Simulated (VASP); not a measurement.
Wanted: the native input for a VASP 6.6.1 run.

| Quantity | Value |
| --- | --- |
| Task | single point |
| Functional | PBE |
| Potentials or basis | VASP PAW PBE potentials, release 64 (Ge_d) |
| Cutoff | 520 eV |
| k mesh | 18 × 18 × 16 |
| Occupations | gaussian, width 0.1 eV |
| Spin | no spin polarisation |
| Dipole correction | no |
| Further INCAR settings | ALGO = Normal; EDIFF = 1e-06; NBANDS = 13 |

The structure of Ge lies in POSCAR:

```
Ge
1.0
    2.7100509252      0.0000000000      0.0000000000
   -1.3550254626      2.3469729468      0.0000000000
    0.0000000000      0.0000000000      2.7057763423
Ge
1
Direct
    0.0000000000      0.0000000000      0.0000000000
```

This isn't the form of Ge at room conditions, which is diamond.

This cell differs from its parent crystal: Si replaced by Ge, lengths x 1.049, strained.

One way to write it, as run:

INCAR

```
SYSTEM = Ge
PREC     = Accurate       ! precision mode
ENCUT    = 520            ! plane-wave cutoff, eV
EDIFF    = 1E-6           ! SCF threshold, eV
ISMEAR   = 0              ! smearing method
SIGMA    = 0.1            ! smearing width, eV
LREAL    = .FALSE.        ! projectors in reciprocal space
LASPH    = .TRUE.         ! aspherical terms in the spheres
NELM     = 60             ! most SCF steps
ALGO     = Normal         ! electronic algorithm
ISIF     = 2              ! what is computed and relaxed
LWAVE    = .FALSE.        ! write WAVECAR
LCHARG   = .TRUE.         ! write CHGCAR
GGA      = PE             ! functional
LELF     = .TRUE.         ! ELF
LVHAR    = .TRUE.       
NBANDS   = 13             ! bands
```

KPOINTS

```
regular mesh
0
G
  18 18 16
  0 0 0
```

Potentials or basis: VASP PAW PBE potentials, release 64 (Ge_d).

Launch:

```bash
$ cat potpaw_PBE.64/Ge_d/POTCAR > POTCAR
$ mpirun -np 1 vasp_std > vasp.out
```

It gave:

The pressure is 11.0 GPa. The band gap on the k mesh is zero (bands 7 and 8 overlap by 9.65 eV).

Caveat: the cell differs from its parent crystal (Si replaced by Ge, lengths x 1.049, strained); the cell stands under pressure.

Run time: 51 s on 1 thread of Intel Xeon 8259CL, with other jobs on the host, peak memory 0.18 GiB.
